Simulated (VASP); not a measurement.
# Si7N8O2 in VASP: further runs

The runs below take Si7N8O2 through single point, with PBE.

Everything below comes from runs of VASP 6.6.1. Logs are shortened: lines on timing, memory, paths and dates and some standing lists are left out, and cuts for length are marked.

## (1) The cell of the first run

The cell holds an amorphous packing of atoms, 17 atoms: a = 5.840 Å, b = 6.038 Å, c = 5.822 Å, α = 88.10°, β = 87.88°, γ = 88.77°.

## (2) Single point, PBE

Contents of INCAR:

```
PREC = Accurate ; ENCUT = 520
EDIFF = 1E-6 ; ISMEAR = -1
SIGMA = 0.3447 ; LREAL = Auto
LASPH = True ; NELM = 100
ALGO = Normal ; ISIF = 2
LWAVE = False ; LCHARG = True
GGA = PE ; LELF = True
LVHAR = True ; NBANDS = 54
ISYM = 0
```

Contents of KPOINTS:

```
Automatic mesh
0
Gamma
  1 1 1
  0.25 0.25 0.25
```

Contents of POSCAR:

```
Si7N8O2
1.0
    5.8386290000      0.0627810000      0.1075870000
    0.0627810000      6.0367170000      0.0979630000
    0.1075870000      0.0979630000      5.8205090000
Si N O
7 8 2
Direct
    0.7560697827      1.2355613031      0.0842691641
    0.6163644789      0.3911247673      0.6358879334
    0.5615858874      0.9340889485      0.8059924834
    0.1952043889      0.6936720036      0.1610842548
    0.2381544824      0.6601438090      0.6374454546
    0.1250433736      0.1605855948      0.7210667507
    0.6855399004      0.7108067276      0.3172939101
    0.6433423251      0.9778437659      0.1487524923
    0.2934896432      0.3598333566      0.6195837812
    0.8114690883      0.5228021453      0.1822990410
    0.8319134962      0.2178362739      0.7574870218
    0.2504660242      0.9758190299      0.4809587877
    0.2245328959      0.9557478586      0.2789548563
    0.0576244986      0.7005987142      0.8907455690
    0.0808973356      1.1868677379      0.1616991528
    0.4458558431      0.4758878099      0.0448607347
    0.6266865751      0.8317014551      0.5734479067
```

Potentials or basis: VASP PAW PBE potentials, release 64 (Si, N, O).

Started as:

```console
cat potpaw_PBE.64/Si/POTCAR potpaw_PBE.64/N/POTCAR potpaw_PBE.64/O/POTCAR > POTCAR
mpirun -np 1 vasp_std > vasp.out
```

OUTCAR:

```text
PREC = Accurate
   ENCUT = 520
   EDIFF = 1E-6
   ISMEAR = -1
   LREAL = Auto
   LASPH = True
   NELM = 100
   ISIF = 2
   GGA = PE
   ISYM = 0

 ion  position               nearest neighbor table
   1  0.756  0.236  0.084-   8 1.73  10 1.88  11 1.94  15 1.98  16 2.31   3 2.77   2 2.89   6 3.00

   2  0.616  0.391  0.636-  11 1.77   9 1.91   7 2.66   5 2.71   1 2.89   3 2.92
   3  0.562  0.934  0.806-  17 1.54   8 2.10  11 2.36   5 2.77   1 2.77   6 2.92   2 2.92
   4  0.195  0.694  0.161-  13 1.76  14 1.79  16 2.06   5 2.79   7 3.04   5 3.06   7 3.08
   5  0.238  0.660  0.637-  14 1.80   9 1.84  12 2.09  17 2.52   2 2.71   3 2.77   4 2.79   4 3.06
                             6 3.12   6 3.13
   6  0.125  0.161  0.721-   9 1.65  11 1.75  12 1.93   3 2.92   1 3.00   5 3.12   5 3.13
   7  0.686  0.711  0.317-  10 1.56  17 1.70   8 1.88   2 2.66   4 3.04   4 3.08
   8  0.643  0.978  0.149-   1 1.73   7 1.88   3 2.10
   9  0.293  0.360  0.620-   6 1.65   5 1.84   2 1.91
  10  0.811  0.523  0.182-   7 1.56   1 1.88
  11  0.832  0.218  0.757-   6 1.75   2 1.77   1 1.94   3 2.36
  12  0.250  0.976  0.481-  13 1.20   6 1.93   5 2.09
  13  0.225  0.956  0.279-  12 1.20  15 1.75   4 1.76
  14  0.058  0.701  0.891-   4 1.79   5 1.80
  15  0.081  0.187  0.162-  13 1.75   1 1.98
  16  0.446  0.476  0.045-   4 2.06   1 2.31
  17  0.627  0.832  0.573-   3 1.54   7 1.70   5 2.52

IMPORTANT INFORMATION: All symmetrisations will be switched off!
NOSYMM: (Re-)initialisation of all symmetry stuff for point group C_1.

----------------------------------------------------------------------------------------

                                     Primitive cell

  volume of cell :     205.0030

  direct lattice vectors                    reciprocal lattice vectors
     5.838629000  0.062781000  0.107587000     0.171349524 -0.001731086 -0.003138110
     0.062781000  6.036717000  0.097963000    -0.001731086  0.165715698 -0.002757107
     0.107587000  0.097963000  5.820509000    -0.003138110 -0.002757107  0.171910689

  length of vectors
     5.839957621  6.037838218  5.822327432     0.171387000  0.165747673  0.171961433

  position of ions in fractional coordinates (direct lattice)
     0.756069783  0.235561303  0.084269164
     0.616364479  0.391124767  0.635887933
     0.561585887  0.934088948  0.805992483
     0.195204389  0.693672004  0.161084255
     0.238154482  0.660143809  0.637445455
     0.125043374  0.160585595  0.721066751
     0.685539900  0.710806728  0.317293910
     0.643342325  0.977843766  0.148752492
     0.293489643  0.359833357  0.619583781
     0.811469088  0.522802145  0.182299041
     0.831913496  0.217836274  0.757487022
     0.250466024  0.975819030  0.480958788
     0.224532896  0.955747859  0.278954856
     0.057624499  0.700598714  0.890745569
     0.080897336  0.186867738  0.161699153
     0.445855843  0.475887810  0.044860735
     0.626686575  0.831701455  0.573447907

  ion indices of the primitive-cell ions
   primitive index   ion index
                 1           1
                 2           2
                 3           3
                 4           4
                 5           5
                 6           6
                 7           7
                 8           8
                 9           9
                10          10
                11          11
                12          12
                13          13
                14          14
                15          15
                16          16
                17          17

----------------------------------------------------------------------------------------

 KPOINTS: Automatic mesh

Automatic generation of k-mesh.
 Grid dimensions read from file:
 generate k-points for:    1    1    1

 Generating k-lattice:

  Cartesian coordinates                     Fractional coordinates (reciprocal lattice)
     0.171349524 -0.001731086 -0.003138110     1.000000000 -0.000000000  0.000000000
    -0.001731086  0.165715698 -0.002757107    -0.000000000  1.000000000 -0.000000000
    -0.003138110 -0.002757107  0.171910689     0.000000000  0.000000000  1.000000000

  Length of vectors
     0.171387000  0.165747673  0.171961433

  Shift w.r.t. Gamma in fractional coordinates (k-lattice)
     0.250000000  0.250000000  0.250000000

 Subroutine IBZKPT returns following result:
 ===========================================

 Found      1 irreducible k-points:

 Following reciprocal coordinates:
            Coordinates               Weight
  0.250000  0.250000  0.250000      2.000000
   k-points           NKPTS =      1   k-points in BZ     NKDIM =      1   number of bands    NBANDS=     54
   number of dos      NEDOS =    301   number of ions     NIONS =     17
   total plane-waves  NPLWV = 110592
   dimension x,y,z NGX =    48 NGY =   48 NGZ =   48
   dimension x,y,z NGXF=    96 NGYF=   96 NGZF=   96
   ions per type =               7   8   2
   NGX,Y,Z   is equivalent  to a cutoff of  13.66, 13.22, 13.71 a.u.
   NGXF,Y,Z  is equivalent  to a cutoff of  27.33, 26.43, 27.41 a.u.
 SYSTEM =  unknown system
   PREC   = accura    normal or accurate (medium, high low for compatibility)
   ISTART =      0    job   : 0-new  1-cont  2-samecut
   ICHARG =      2    charge: 1-file 2-atom 10-const
   ISPIN  =      1    spin polarized calculation?
   LNONCOLLINEAR =      F non collinear calculations
   LSORBIT =      F    spin-orbit coupling
   LASPH  =      T    aspherical Exc in radial PAW
   ENCUT  =  520.0 eV  38.22 Ry    6.18 a.u.  10.86 11.23 10.83*2*pi/ulx,y,z
   NELM   =    100;   NELMIN=  2; NELMDL= -5     # of ELM steps
   EDIFF  = 0.1E-05   stopping-criterion for ELM
   LREAL  =      T    real-space projection
   EDIFFG = 0.1E-04   stopping-criterion for IOM
   NSW    =      0    number of steps for IOM
   IBRION =     -1    ionic relax: 0-MD 1-quasi-New 2-CG
   NFREE  =      0    steps in history (QN), initial steepest desc. (CG)
   ISIF   =      2    stress and relaxation
   ISYM   =      0    0-nonsym 1-usesym 2-fastsym
   POTIM  = 0.5000    time-step for ionic-motion
   TEBEG  =    0.0;   TEEND  =   0.0 temperature during run
   PSTRESS=    0.0 pullay stress
   NELECT =      80.0000    total number of electrons
   NUPDOWN=      -1.0000    fix difference up-down
   EMIN   =  10.00;   EMAX   =-10.00  energy-range for DOS
   EFERMI =   0.00;   METHOD = LEGACY
   ISMEAR =    -1;   SIGMA  =   0.34  broadening in eV -4-tet -1-fermi 0-gaus
   EFERMI_NEDOS =   21; number of points for ismear=-14 and -15
   IALGO  =     38    algorithm
   IMIX   =      4    mixing-type and parameters
     AMIX     =   0.40;   BMIX     =  1.00
     AMIX_MAG =   1.60;   BMIX_MAG =  1.00
  volume/ion in A,a.u.               =      12.06        81.38
  Fermi-wavevector in a.u.,A,eV,Ry     =   1.196331  2.260738 19.472770  1.431208
  Thomas-Fermi vector in A             =   2.332274
   LORBIT       =      0    0 simple, 1 ext, 2 COOP (PROOUT), +10 PAW based schemes
   GGA     = PE    functional components
   LHFCALC =     F    Hartree Fock is set to
   AEXX    =    0.0000 exact exchange contribution
   IVDW    =     0    specifies the selected vdW correction
   LEPSILON=     F    determine dielectric tensor
   LRPA    =     F    only Hartree local field effects (RPA)
 non-spin polarized calculation
  energy-cutoff  :      520.00
  volume of cell :      205.00
 maximum number of plane-waves:      5522
 NGX is ok and might be reduce to    48
   NGX = 21   NGY = 23   NGZ = 21

 number of electron      79.9999999 magnetization

 Free energy of the ion-electron system (eV)
  ---------------------------------------------------
  ext. energy  EPLUGINS =         0.00000000
  ---------------------------------------------------
  free energy    TOTEN  =      -108.93612944 eV

  energy without entropy =     -107.11942022  energy(sigma->0) =     -108.02777483

 E-fermi :   6.2239     XC(G=0): -10.3807

 val. band max:        5.8917663463   @ k =   0.2500   0.2500   0.2500
 cond. band min:       6.4948091438   @ k =   0.2500   0.2500   0.2500
 fundamental gap:      0.6030427975
 Fermi energy:         6.2239394380

 k-point     1 :       0.2500    0.2500    0.2500
  band No.  band energies     occupation
      1     -16.6848      2.00000
      2     -15.7324      2.00000
      3     -11.8505      2.00000
      4     -11.2353      2.00000
      5     -10.2894      2.00000
      6      -9.9710      2.00000
      7      -9.3442      2.00000
      8      -8.7026      2.00000
      9      -8.0366      2.00000
     10      -6.4126      2.00000
     11      -4.9760      2.00000
     12      -4.2385      2.00000
     13      -3.7521      2.00000
     14      -2.9499      2.00000
     15      -2.0914      2.00000
     16      -1.8348      2.00000
     17      -1.4778      2.00000
     18      -1.1198      2.00000
     19      -0.7809      2.00000
     20      -0.4608      2.00000
     21      -0.1730      2.00000
     22       0.1122      2.00000
     23       0.3409      2.00000
     24       0.5811      2.00000
     25       1.2316      2.00000
     26       1.4804      2.00000
     27       1.7619      2.00000
     28       2.1677      1.99998
     29       2.4354      1.99997
     30       2.6493      1.99994
     31       2.9673      1.99984
     32       3.5625      1.99911
     33       3.8315      1.99807
     34       4.0059      1.99680
     35       4.1950      1.99446
     36       4.7366      1.97362
     37       5.0068      1.94311
     38       5.2264      1.89509
     39       5.4678      1.79935
     40       5.8918      1.44771
     41       6.4948      0.62614
     42       7.0315      0.17526
     43       7.2895      0.08694
     44       7.5181      0.04575
     45       8.0344      0.01042
     46       8.2784      0.00515
     47       8.5979      0.00204
     48       8.9407      0.00075
     49       9.1272      0.00044
     50       9.8249      0.00006
     51      10.1497      0.00002
     52      10.7703      0.00000
 [bands above 52 left out]

------------------------ aborting loop because EDIFF is reached ----------------------------------------

  FORCE on cell =-STRESS in cart. coord.  units (eV):
  Direction    XX          YY          ZZ          XY          YZ          ZX
  --------------------------------------------------------------------------------------
  -------------------------------------------------------------------------------------
  Total       -1.5323579     -0.7805722     -5.5261373      7.6927281      3.6718321      1.7100704
  in kB      -11.9759656     -6.1004716    -43.1888863     60.1216261     28.6967785     13.3648569
  external PRESSURE =     -20.4217745 kB  Pullay stress =       0.0000000 kB

 VOLUME and BASIS-vectors are now :
 -----------------------------------------------------------------------------
  energy-cutoff  :      520.00
  volume of cell :      205.00
      direct lattice vectors                 reciprocal lattice vectors
     5.838629000  0.062781000  0.107587000     0.171349524 -0.001731086 -0.003138110
     0.062781000  6.036717000  0.097963000    -0.001731086  0.165715698 -0.002757107
     0.107587000  0.097963000  5.820509000    -0.003138110 -0.002757107  0.171910689

 POSITION                                       TOTAL-FORCE (eV/Angst)
 -----------------------------------------------------------------------------------
      4.43827      1.47774      0.59491         2.779635      1.331294      1.241371
      3.69169      2.46210      3.80582        -2.034845      0.087335     -0.061088
      3.42425      5.75305      4.84321        -1.014211      2.259980      4.694469
      1.20061      4.21554      1.02655        -0.086938     -4.064188     -2.180770
      1.50052      4.06250      3.80055        -1.602367     -1.023199      0.622445
      0.81774      1.04790      4.22616         0.903283     -2.420910      1.421827
      4.08138      4.36506      1.99020        -2.660189      4.531772      0.773772
      3.83363      5.95793      1.03082         0.419402     -1.698076     -1.089434
      1.80283      2.25133      3.67312         2.084231      2.866671     -0.057382
      4.79030      3.22481      1.19959         2.780196     -4.191592     -1.645207
      4.95241      1.44145      4.51980        -2.225281     -0.170026      0.997714
      1.57539      5.95358      2.92197        -1.527813     -0.234883      6.099283
      1.40098      5.81100      1.74144        -3.391723      3.754186     -5.317438
      0.47627      4.32019      5.25942         1.937994      1.219738     -1.289238
      0.50146      1.14899      0.96818         0.417788     -1.362624     -1.075756
      2.63789      2.90519      0.35570        -0.219154      0.246092     -0.004632
      3.77290      5.11627      3.48666         3.439990     -1.131570     -3.129936
 -----------------------------------------------------------------------------------
    total drift:                                0.005935      0.000463      0.004035

  FREE ENERGIE OF THE ION-ELECTRON SYSTEM (eV)
  ---------------------------------------------------
  free  energy   TOTEN  =      -108.9361294396 eV

  energy  without entropy=     -107.1194202241  energy(sigma->0) =     -108.02777483
```

Run time: 43 s. Hardware: 1 thread of Intel Xeon 6975P-C, shared host; peak memory 0.32 GiB.

Results:

```
Free energy            : -108.9361 eV
Pressure               : -2.0 GPa
Largest force          : 7.340 eV/Å
Band gap on the k mesh : 0.60 eV
```

Forces in eV/Å, atoms in the order of the input:
```
Si   2.780  1.331  1.241
Si  -2.035  0.087 -0.061
Si  -1.014  2.260  4.694
Si  -0.087 -4.064 -2.181
Si  -1.602 -1.023  0.622
Si   0.903 -2.421  1.422
Si  -2.660  4.532  0.774
N    0.419 -1.698 -1.089
N    2.084  2.867 -0.057
N    2.780 -4.192 -1.645
N   -2.225 -0.170  0.998
N   -1.528 -0.235  6.099
N   -3.392  3.754 -5.317
N    1.938  1.220 -1.289
N    0.418 -1.363 -1.076
O   -0.219  0.246 -0.005
O    3.440 -1.132 -3.130
```

Caveat: the k points lie up to 1.08 Å⁻¹ apart; the standard files for N, O and F lose accuracy on very short bonds.

## (3) Single point, PBE

Contents of INCAR:

```
SYSTEM = Si7N8O2
  ALGO = Normal
  EDIFF = 1E-7
  ENCUT = 520
  GGA = PE
  ISIF = 2
  ISMEAR = -1
  ISYM = 0
  LASPH = .TRUE.
  LCHARG = .FALSE.
  LREAL = Auto
  LWAVE = .FALSE.
  NBANDS = 54
  NELM = 100
  PREC = Accurate
  SIGMA = 0.3447
```

KPOINTS is that of step 2.

Contents of POSCAR:

```
Si7N8O2
1.0
    5.8386290000      0.0627810000      0.1075870000
    0.0627810000      6.0367170000      0.0979630000
    0.1075870000      0.0979630000      5.8205090000
Si N O
7 8 2
Direct
    0.7613558264      1.5814111700      0.1843923321
    0.6196092017      0.3778135837      0.5604323183
    0.8283957123      0.7580741425      0.8029605612
    0.1886875797      0.6771798388      0.4205359189
    0.2585432775      0.6272442235      0.8367804909
    0.0618733675      0.2069313816      0.4867688738
    0.5856888114      0.9708753921      0.2703560173
    0.8602808154      0.8756335477      0.0831822919
    0.3364531399      0.3215483484      0.5671299839
    0.9390207253      0.5180558595      0.3998930800
    0.8253969034      0.2185307617      0.6425323102
    0.2157647798      0.9081505874      0.5855065869
    0.2839437779      1.1941077883      0.1415630419
    0.3434471882      0.7435839864      1.1567321396
    0.1533161027      1.2948120855      0.0373052433
    0.6432252548      0.5125107937     -0.1495865345
    0.7166145021      0.8435613143      0.5308463226
```

Potentials or basis: VASP PAW PBE potentials, release 64 (Si, N, O).

Started as:

```console
cat potpaw_PBE.64/Si/POTCAR potpaw_PBE.64/N/POTCAR potpaw_PBE.64/O/POTCAR > POTCAR
mpirun -np 1 vasp_std > vasp.out
```

Run time: 43 s. Hardware: 1 thread of Intel Xeon 6975P-C, shared host; peak memory 0.32 GiB.

The run converged. Its results:

```yaml
Free_energy: -112.6586 eV
Pressure: -3.7 GPa
Largest_force: 4.214 eV/Å
Band_gap_on_the_k_mesh: 0.93 eV
```

Forces in eV/Å, atoms in the order of the input:
```
Si  -1.163 -0.364  0.451
Si  -1.563  0.876 -0.157
Si   0.067  0.913 -2.373
Si   0.621  0.230 -2.039
Si  -0.099  1.304  2.049
Si   3.428  0.315  1.318
Si   0.438 -1.078  0.701
N   -3.491 -1.760 -0.965
N   -1.671  2.082 -0.526
N    4.154 -0.391 -0.594
N    0.891 -3.558  1.482
N   -0.679 -0.758 -0.115
N   -1.141 -0.343  1.058
N    0.812 -0.288  0.268
N    0.155  0.577 -1.631
O   -0.119  2.558 -0.340
O   -0.638 -0.316  1.413
```

Stress tensor (GPa, compression positive):
```
-3.15 -3.97 -4.43
-3.97 -2.12  2.22
-4.43  2.22 -5.79
```

Levels at points of the mesh, in eV from the valence-band top:
| k point | band 38 | band 39 | band 40 | band 41 | band 42 | band 43 |
| --- | --- | --- | --- | --- | --- | --- |
| (0.25, 0.25, 0.25) | -0.64 | -0.35 | 0.00 | 0.93 | 1.48 | 1.75 |

Caveat: the k points lie up to 1.08 Å⁻¹ apart; the standard files for N, O and F lose accuracy on very short bonds.
